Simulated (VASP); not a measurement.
**Y: single point with PBE**

Crystal: Y.

```xyz
2
Lattice="3.6792 0.0000 0.0000 -1.8396 3.1863 0.0000 0.0000 0.0000 5.6612" Properties=species:S:1:pos:R:3 pbc="T T T"
Y     0.0000    2.1242    1.4153
Y     1.8396    1.0621    4.2459
```

This cell differs from its parent crystal: z stretched by -1.5 % at fixed volume.

```json
{
  "Program": "VASP 6.6.1",
  "Task": "single point",
  "Functional": "PBE",
  "Potentials or basis": "VASP PAW PBE potentials, release 64 (Y_sv)",
  "Cutoff": "520 eV",
  "k mesh": "12 × 12 × 7",
  "Occupations": "fermi-dirac, width 0.08 eV",
  "Spin": "no spin polarisation",
  "Dipole correction": "no",
  "Further INCAR settings": "ALGO = Normal; EDIFF = 1e-06; NBANDS = 18"
}
```

```yaml
Pressure: -0.4 GPa
Band_gap_on_the_k_mesh: zero (band 11 reaches 3.93 eV, above the bottom of band 12 at 2.47 eV)
```

Stress tensor (GPa, compression positive):
```
-0.65  0.00  0.00
 0.00 -0.65  0.00
 0.00  0.00  0.09
```

Levels at points of the mesh, in eV from the Fermi level:
```tsv
k point	band 7	band 8	band 9	band 10	band 11	band 12	band 13	band 14	band 15	band 16
(0.00, 0.00, 0.00)	-22.43	-22.39	-4.66	-1.81	0.99	1.72	1.72	2.17	2.35	2.35
(0.50, 0.00, 0.00)	-22.55	-22.48	-1.68	-1.16	-0.76	-0.17	1.38	1.46	2.13	4.88
```

Run time: 40 s on 1 thread of Intel(R) Xeon(R) 6975P-C (Granite Rapids), on a shared host, peak memory 0.23 GiB.
